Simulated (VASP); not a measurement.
Runs of VASP 6.6.1 on Sb. The structure is that of space group P6_3/mmc (No. 194), or close to it. The cells are those of the table. This isn't the form of Sb at room conditions, which is rhombohedral.

| cell | gap on the mesh (eV) | pressure (GPa) |
| --- | --- | --- |
| a = 3.268, b = 3.268, c = 5.330 Å, angles 90.0, 90.0, 120.0°, 2 atoms | none | (b) |
| a = 3.358, b = 3.358, c = 5.312 Å, angles 90.0, 90.0, 120.0°, 2 atoms | none | 0.5 |
| a = 3.369, b = 3.369, c = 5.490 Å, angles 90.0, 90.0, 120.0°, 2 atoms | none | -2.0 |
| a = 3.369, b = 3.384, c = 5.330 Å, angles 90.2, 90.6, 120.4°, 2 atoms | none | -0.2 |
| a = 3.435, b = 3.435, c = 5.435 Å, angles 90.0, 90.0, 120.0°, 2 atoms | none | (a) |

Alike in all rows: task single point; level PBEsol; potentials or basis VASP PAW PBE potentials, release 64 (Sb); no spin polarisation; k mesh 12 × 12 × 7; cutoff (eV) 520; smearing fermi-dirac 0.05 eV.

Question: Estimate the missing entries.

Answer: (a) -3.7; (b) 4.5.

Caveats: the PAW data sets were made with another functional, which shifts forces and pressure a little; spin-orbit coupling is left out, which moves the levels of the heavy elements; the cell stands under pressure (at least some runs); the cell stands under tension (at least some runs).

A k mesh can miss the band edges, and the runs leave out spin-orbit coupling on Sb.

A gap of «none» marks levels without a gap at the run's occupations.
